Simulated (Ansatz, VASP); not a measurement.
**Al in VASP and in Ansatz**

The input INCAR:

```
  PREC = Accurate
  ENCUT = 520
  EDIFF = 1E-7
  ISMEAR = 0
  SIGMA = 0.15
  LREAL = F
  LASPH = T
  NELM = 80
  ALGO = Fast
  ISIF = 2
  LWAVE = F
  LCHARG = F
  NBANDS = 8
```

File KPOINTS:

```
Automatic mesh
0
Gamma
  20 20 20
```

The input POSCAR:

```
Al
1.0
   -1.6707796245      1.6707796245      1.5116577555
    1.6707796245     -1.6707796245      1.5116577555
    1.6707796245      1.6707796245     -1.5116577555
Al
1
Direct
    0.0000000000      0.0000000000      0.0000000000
```

Input for Ansatz:

```yaml
crystal:
  lattice:
    - [-1.6707796245, 1.6707796245, 1.5116577555]
    - [1.6707796245, -1.6707796245, 1.5116577555]
    - [1.6707796245, 1.6707796245, -1.5116577555]
  atoms:
    - { symbol: Al, position: [0.0, 0.0, 0.0] }
basis:
  ecutwfc: 420
kpoints:
  mp_grid: { grid: [20, 20, 20] }
hamiltonian:
  xc: lda
scf:
  occupations: { method: gaussian, width: 0.15 }
output:
  forces: true
  stress: true
  eigenvalues: true
```

Change from the starting cell: strain +0.050 along x and y, -0.050 along z, atoms carried along.

Alike in both runs: task single point; functional LDA; k mesh 20 × 20 × 20; occupations gaussian, width 0.15 eV; no spin polarisation.

|  | VASP | Ansatz |
| --- | --- | --- |
| version | VASP 6.6.1 | Ansatz 0.2.0 |
| potentials or method | VASP PAW LDA potentials, release 64 (Al), cutoff 520 eV | scalar-relativistic, plane waves, PAW |
| valence electrons in the cell | 3 | 3 |

```tsv
	VASP	Ansatz	Ansatz less VASP
gap on the k mesh at the Fermi level (eV)	none	none	-
pressure (GPa)	-2.8	-2.8	-0.05
traceless stress, the component that is largest in VASP (GPa)	-1.87	-1.86	+0.013
```

LDA's correlation is that of Perdew and Zunger in VASP and of Perdew and Wang (1992) in Ansatz. A gap of «none» marks a metal or a gap that the smearing closes.
